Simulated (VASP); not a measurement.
# ZrSe3 (C2/m) in VASP: relaxation of cell and atoms with r2SCAN+rVV10

Aim: the relaxation of cell and atoms of ZrSe3 with r2SCAN+rVV10.

All numbers are computed with VASP 6.6.1; they aren't measurements. Logs are shortened: lines on timing, memory, paths and dates and some standing lists are left out, and cuts for length are marked.

**1. The cell of the first run**

The typed cell holds 8 atoms: a = 5.563 Å, b = 5.563 Å, c = 5.929 Å, α = 90.02°, β = 90.02°, γ = 107.78°.

**2. Relaxation of cell and atoms, r2SCAN+rVV10**

Contents of POSCAR:

```
ZrSe3
1.0
    3.2331570552     -4.4943207151      0.5437727642
    3.2331570552      4.4943207151      0.5437727642
   -0.9866145248      0.0000000000      5.8461588565
Zr Se
2 6
Direct
    0.7500610631      0.2499389369      0.0000000000
    0.2499389369      0.7500610631      0.0000000000
    0.7498918129      0.7498918129      0.8811699283
    0.2501081871      0.2501081871      0.1188300717
    0.5883999793      0.9116851383      0.3410713960
    0.0883148617      0.4116000207      0.6589286040
    0.4116000207      0.0883148617      0.6589286040
    0.9116851383      0.5883999793      0.3410713960
```

Contents of INCAR.step1:

```
SYSTEM = ZrSe3
  PREC = Accurate
  ENCUT = 600
  ISMEAR = -1
  SIGMA = 0.03
  LREAL = .FALSE.
  LASPH = .TRUE.
  NELM = 80
  GGA = PE
  ALGO = Normal
  EDIFF = 1E-4
  LWAVE = .TRUE.
  LCHARG = .FALSE.
```

Contents of INCAR.step2:

```
SYSTEM = ZrSe3
  PREC = Accurate
  ENCUT = 600
  EDIFF = 1E-6
  ISMEAR = -1
  SIGMA = 0.03
  LREAL = .FALSE.
  LASPH = .TRUE.
  NELM = 80
  ALGO = Normal
  ISIF = 3
  LWAVE = .FALSE.
  LCHARG = .FALSE.
  METAGGA = R2SCAN
  LMIXTAU = .TRUE.
  LUSE_VDW = .TRUE.
  IVDW_NL = 2
  BPARAM = 11.95
  CPARAM = 0.0093
  IBRION = 2
  NSW = 100
  EDIFFG = -0.01
  ISTART = 1
```

Contents of KPOINTS:

```
regular mesh
0
G
  4 4 4
  0 0 0
```

Potentials or basis: VASP PAW PBE potentials, release 64 (Zr_sv, Se).

The run is started by

```bash
> cat potpaw_PBE.64/Zr_sv/POTCAR potpaw_PBE.64/Se/POTCAR > POTCAR
> cp INCAR.step1 INCAR
> mpirun -np 1 vasp_std > vasp.out
> cp INCAR.step2 INCAR
> mpirun -np 1 vasp_std > vasp.out
```

OUTCAR:

```text
SYSTEM = ZrSe3
   PREC = Accurate
   ENCUT = 600
   EDIFF = 1E-6
   ISMEAR = -1
   LREAL = .FALSE.
   LASPH = .TRUE.
   NELM = 80
   ISIF = 3
   METAGGA = R2SCAN
   IVDW_NL = 2
   BPARAM = 11.95
   IBRION = 2
   NSW = 100
   EDIFFG = -0.01
   ISTART = 1

 ion  position               nearest neighbor table
   1  0.750  0.250  0.000-   7 2.72   8 2.72   5 2.72   6 2.72   4 2.87   3 2.87   4 2.87   3 2.87
                             2 3.28   2 3.28
   2  0.250  0.750  0.000-   5 2.72   6 2.72   7 2.72   8 2.72   4 2.87   3 2.87   4 2.87   3 2.87
                             1 3.28   1 3.28
   3  0.750  0.750  0.881-   2 2.87   1 2.87   1 2.87   2 2.87
   4  0.250  0.250  0.119-   2 2.87   1 2.87   1 2.87   2 2.87
   5  0.588  0.912  0.341-   7 2.46   2 2.72   1 2.72
   6  0.088  0.412  0.659-   8 2.46   2 2.72   1 2.72
   7  0.412  0.088  0.659-   5 2.46   1 2.72   2 2.72
   8  0.912  0.588  0.341-   6 2.46   1 2.72   2 2.72

  LATTYP: Found a base centered monoclinic cell.
 ALAT       =     6.5571314956
 B/A-ratio  =     1.3708191511
 C/A-ratio  =     0.9041798734
 COS(beta)  =    -0.0005606402

  Lattice vectors:

 A1 = (   3.2331570552,  -4.4943207151,   0.5437727642)
 A2 = (   3.2331570552,   4.4943207151,   0.5437727642)
 A3 = (  -0.9866145248,   0.0000000000,   5.8461588565)

Analysis of symmetry for initial positions (statically):
=====================================================================
 Subroutine PRICEL returns:
 Original cell was already a primitive cell.

 Routine SETGRP: Setting up the symmetry group for a
 base centered monoclinic supercell.

 Subroutine GETGRP returns: Found  4 space group operations
 (whereof  4 operations were pure point group operations)
 out of a pool of  4 trial point group operations.

The static configuration has the point symmetry C_2h.

Analysis of symmetry for dynamics (positions and initial velocities):
=====================================================================
 Subroutine PRICEL returns:
 Original cell was already a primitive cell.

 Routine SETGRP: Setting up the symmetry group for a
 base centered monoclinic supercell.

 Subroutine GETGRP returns: Found  4 space group operations
 (whereof  4 operations were pure point group operations)
 out of a pool of  4 trial point group operations.

The dynamic configuration has the point symmetry C_2h.

 Subroutine INISYM returns: Found  4 space group operations
 (whereof  4 operations are pure point group operations),
 and found     1 'primitive' translations

----------------------------------------------------------------------------------------

                                     Primitive cell

  volume of cell :     174.7216

  direct lattice vectors                    reciprocal lattice vectors
     3.233157055 -4.494320715  0.543772764     0.150379300 -0.111251518  0.025378442
     3.233157055  4.494320715  0.543772764     0.150379300  0.111251518  0.025378442
    -0.986614525  0.000000000  5.846158856    -0.027974665  0.000000000  0.166331400

  length of vectors
     5.563084761  5.563084761  5.928826325     0.188772083  0.188772083  0.168667474

  position of ions in fractional coordinates (direct lattice)
     0.750061063  0.249938937  0.000000000
     0.249938937  0.750061063  0.000000000
     0.749891813  0.749891813  0.881169928
     0.250108187  0.250108187  0.118830072
     0.588399979  0.911685138  0.341071396
     0.088314862  0.411600021  0.658928604
     0.411600021  0.088314862  0.658928604
     0.911685138  0.588399979  0.341071396

  ion indices of the primitive-cell ions
   primitive index   ion index
                 1           1
                 2           2
                 3           3
                 4           4
                 5           5
                 6           6
                 7           7
                 8           8

----------------------------------------------------------------------------------------

 KPOINTS: regular mesh

Automatic generation of k-mesh.
 Grid dimensions read from file:
 generate k-points for:    4    4    4

 Generating k-lattice:

  Cartesian coordinates                     Fractional coordinates (reciprocal lattice)
     0.037594825 -0.027812879  0.006344610     0.250000000  0.000000000 -0.000000000
     0.037594825  0.027812879  0.006344610     0.000000000  0.250000000 -0.000000000
    -0.006993666  0.000000000  0.041582850     0.000000000  0.000000000  0.250000000

  Length of vectors
     0.047193021  0.047193021  0.042166868

  Shift w.r.t. Gamma in fractional coordinates (k-lattice)
     0.000000000  0.000000000  0.000000000

 Subroutine IBZKPT returns following result:
 ===========================================

 Found     24 irreducible k-points:

 Following reciprocal coordinates:
            Coordinates               Weight
  0.000000  0.000000  0.000000      1.000000
  0.250000  0.000000  0.000000      4.000000
  0.500000  0.000000  0.000000      2.000000
  0.250000  0.250000  0.000000      2.000000
  0.500000  0.250000 -0.000000      4.000000
 -0.250000  0.250000  0.000000      2.000000
[... 16 lines left out ...]
 -0.250000  0.250000  0.500000      2.000000
  0.500000  0.500000  0.500000      1.000000
   k-points           NKPTS =     24   k-points in BZ     NKDIM =     24   number of bands    NBANDS=     36
   number of dos      NEDOS =    301   number of ions     NIONS =      8
   total plane-waves  NPLWV = 110592
   dimension x,y,z NGX =    48 NGY =   48 NGZ =   48
   dimension x,y,z NGXF=    96 NGYF=   96 NGZF=   96
   ions per type =               2   6
   NGX,Y,Z   is equivalent  to a cutoff of  14.34, 14.34, 13.46 a.u.
   NGXF,Y,Z  is equivalent  to a cutoff of  28.69, 28.69, 26.92 a.u.
 SYSTEM =  ZrSe3
   PREC   = accura    normal or accurate (medium, high low for compatibility)
   ISTART =      1    job   : 0-new  1-cont  2-samecut
   ICHARG =      0    charge: 1-file 2-atom 10-const
   ISPIN  =      1    spin polarized calculation?
   LNONCOLLINEAR =      F non collinear calculations
   LSORBIT =      F    spin-orbit coupling
   LASPH  =      T    aspherical Exc in radial PAW
   ENCUT  =  600.0 eV  44.10 Ry    6.64 a.u.  11.11 11.11 11.84*2*pi/ulx,y,z
   NELM   =     80;   NELMIN=  2; NELMDL=  0     # of ELM steps
   EDIFF  = 0.1E-05   stopping-criterion for ELM
   LREAL  =      F    real-space projection
   EDIFFG = -.1E-01   stopping-criterion for IOM
   NSW    =    100    number of steps for IOM
   IBRION =      2    ionic relax: 0-MD 1-quasi-New 2-CG
   NFREE  =      1    steps in history (QN), initial steepest desc. (CG)
   ISIF   =      3    stress and relaxation
   ISYM   =      2    0-nonsym 1-usesym 2-fastsym
   POTIM  = 0.5000    time-step for ionic-motion
   TEBEG  =    0.0;   TEEND  =   0.0 temperature during run
   PSTRESS=    0.0 pullay stress
   NELECT =      60.0000    total number of electrons
   NUPDOWN=      -1.0000    fix difference up-down
   EMIN   =  10.00;   EMAX   =-10.00  energy-range for DOS
   EFERMI =   0.00;   METHOD = LEGACY
   ISMEAR =    -1;   SIGMA  =   0.03  broadening in eV -4-tet -1-fermi 0-gaus
   EFERMI_NEDOS =   21; number of points for ismear=-14 and -15
   IALGO  =     38    algorithm
   IMIX   =      4    mixing-type and parameters
     AMIX     =   0.40;   BMIX     =  1.00
     AMIX_MAG =   1.60;   BMIX_MAG =  1.00
  volume/ion in A,a.u.               =      21.84       147.38
  Fermi-wavevector in a.u.,A,eV,Ry     =   1.146418  2.166416 17.881790  1.314275
  Thomas-Fermi vector in A             =   2.283103
   LORBIT       =      0    0 simple, 1 ext, 2 COOP (PROOUT), +10 PAW based schemes
   METAGGA = R2SCAN    functional components
   LHFCALC =     F    Hartree Fock is set to
   AEXX    =    0.0000 exact exchange contribution
   IVDW_NL    =     2    kernel type
   BPARAM     =11.9500
   IVDW    =     0    specifies the selected vdW correction
   LEPSILON=     F    determine dielectric tensor
   LRPA    =     F    only Hartree local field effects (RPA)
 conjugate gradient relaxation of ions
 non-spin polarized calculation
  energy-cutoff  :      600.00
  volume of cell :      174.72
 maximum number of plane-waves:      5856
 NGX is ok and might be reduce to    48
   NGX = 23   NGY = 23   NGZ = 23

--------------------------------------- Ionic step        1  -------------------------------------------

 number of electron      60.0000000 magnetization

 Free energy of the ion-electron system (eV)
  ---------------------------------------------------
  ext. energy  EPLUGINS =         0.00000000
  ---------------------------------------------------
  free energy    TOTEN  =      -138.09298154 eV

  energy without entropy =     -138.08761201  energy(sigma->0) =     -138.09029678

------------------------ aborting loop because EDIFF is reached ----------------------------------------

  FORCE on cell =-STRESS in cart. coord.  units (eV):
  Direction    XX          YY          ZZ          XY          YZ          ZX
  --------------------------------------------------------------------------------------
  -------------------------------------------------------------------------------------
  Total        2.9679010      3.6561942      1.8666677      0.0000000      0.0000000      0.2124876
  in kB       27.2153161     33.5268865     17.1171316      0.0000000      0.0000000      1.9484874
  external PRESSURE =      25.9531114 kB  Pullay stress =       0.0000000 kB
[... 107 lines left out ...]
  FREE ENERGIE OF THE ION-ELECTRON SYSTEM (eV)
  ---------------------------------------------------
  free  energy   TOTEN  =      -138.1402800132 eV

  energy  without entropy=     -138.1364578991  energy(sigma->0) =     -138.13836896

[... ionic steps 4 to 9 ...]

--------------------------------------- Ionic step       10  -------------------------------------------

 number of electron      59.9999998 magnetization

------------------------ aborting loop because EDIFF is reached ----------------------------------------

  FORCE on cell =-STRESS in cart. coord.  units (eV):
  Direction    XX          YY          ZZ          XY          YZ          ZX
  --------------------------------------------------------------------------------------
  -------------------------------------------------------------------------------------
  Total       -0.0946339     -0.0154425     -0.0196842      0.0000000      0.0000000     -0.0137993
  in kB       -0.8371537     -0.1366084     -0.1741312      0.0000000      0.0000000     -0.1220717
  external PRESSURE =      -0.3826311 kB  Pullay stress =       0.0000000 kB
[... 69 lines left out ...]
  energy  without entropy=     -138.1566029785  energy(sigma->0) =     -138.15777276

--------------------------------------- Ionic step       12  -------------------------------------------

 number of electron      59.9999998 magnetization

 Free energy of the ion-electron system (eV)
  ---------------------------------------------------
  ext. energy  EPLUGINS =         0.00000000
  ---------------------------------------------------
  free energy    TOTEN  =      -138.15900172 eV

  energy without entropy =     -138.15667523  energy(sigma->0) =     -138.15783847

 E-fermi :   5.3278     XC(G=0): -10.6632

 val. band max:        5.2588399407   @ k =  -0.2500   0.2500   0.5000
 cond. band min:       5.3740814714   @ k =   0.2500   0.2500   0.5000
 fundamental gap:      0.1152415307
 Fermi energy:         5.3278054907

 k-point     1 :       0.0000    0.0000    0.0000
  band No.  band energies     occupation
      1     -45.9855      2.00000
      2     -45.9536      2.00000
      3     -23.5311      2.00000
      4     -23.3387      2.00000
      5     -23.3040      2.00000
      6     -23.3013      2.00000
[... 960 lines left out ...]
  FREE ENERGIE OF THE ION-ELECTRON SYSTEM (eV)
  ---------------------------------------------------
  free  energy   TOTEN  =      -138.1590017215 eV

  energy  without entropy=     -138.1566752278  energy(sigma->0) =     -138.15783847

 reached required accuracy - stopping structural energy minimisation
```

Run time: 3 h. Hardware: 1 thread of Oxide Virtual Turin-like, shared host; peak memory 0.82 GiB.

Results:

| Quantity | Value |
| --- | --- |
| Free energy | -138.1590 eV |
| Relaxed volume | 22.62 Å³/atom |
| Relaxed cell | a = 5.676 Å, b = 5.676 Å, c = 5.906 Å, α = 90.00°, β = 90.00°, γ = 108.00° |
| Space group after relaxing (to 0.1 Å) | Cmme (No. 67) |
| Energy gained by relaxing | 8.3 meV/atom |
| Ionic steps | 12 |
| Pressure after relaxing | 0.0 GPa |
| Largest force after relaxing | 0.009 eV/Å |
| Band gap on the k mesh | zero (bands 30 and 31 overlap by 0.12 eV) |

Forces in eV/Å, atoms in the order of the input:
```
Zr   0.000  0.000  0.000
Zr   0.000  0.000  0.000
Se  -0.001  0.000  0.007
Se   0.001  0.000 -0.007
Se  -0.001 -0.004  0.008
Se   0.001 -0.004 -0.008
Se   0.001  0.004 -0.008
Se  -0.001  0.004  0.008
```

The path:
```
step  energy change (eV)  largest force (eV/Å)  pressure (GPa)  volume (Å³)
   1              0.0000                0.2086            2.60       174.72
   2             -0.0249                0.2754           -2.02       183.82
   3             -0.0473                0.1825           -0.24       180.02
   4             -0.0615                0.0943           -0.08       180.29
   5             -0.0644                0.0603            0.04       180.47
   6             -0.0644                0.0607            0.04       180.48
   7             -0.0653                0.0389            0.03       180.66
   8             -0.0656                0.0254            0.03       180.84
   9             -0.0659                0.0171           -0.02       181.05
  10             -0.0660                0.0142           -0.04       181.11
  11             -0.0660                0.0149           -0.04       181.10
  12             -0.0660                0.0089            0.05       180.97
```

Final structure:
```
CELL_PARAMETERS angstrom
3.28985 -4.59207 0.55416
3.28985 4.59207 0.55416
-0.98144 0.00000 5.82410
ATOMIC_POSITIONS crystal
Zr 0.75003 0.24997 0.00000
Zr 0.24997 0.75003 0.00000
Se 0.74997 0.74997 0.88311
Se 0.25003 0.25003 0.11689
Se 0.58592 0.91407 0.34095
Se 0.08593 0.41408 0.65905
Se 0.41408 0.08593 0.65905
Se 0.91407 0.58592 0.34095
```

Caveat: the PAW data sets were made with another functional, which shifts forces and pressure a little.

The gap in the log of VASP goes by the Fermi energy; the results here count the filled bands.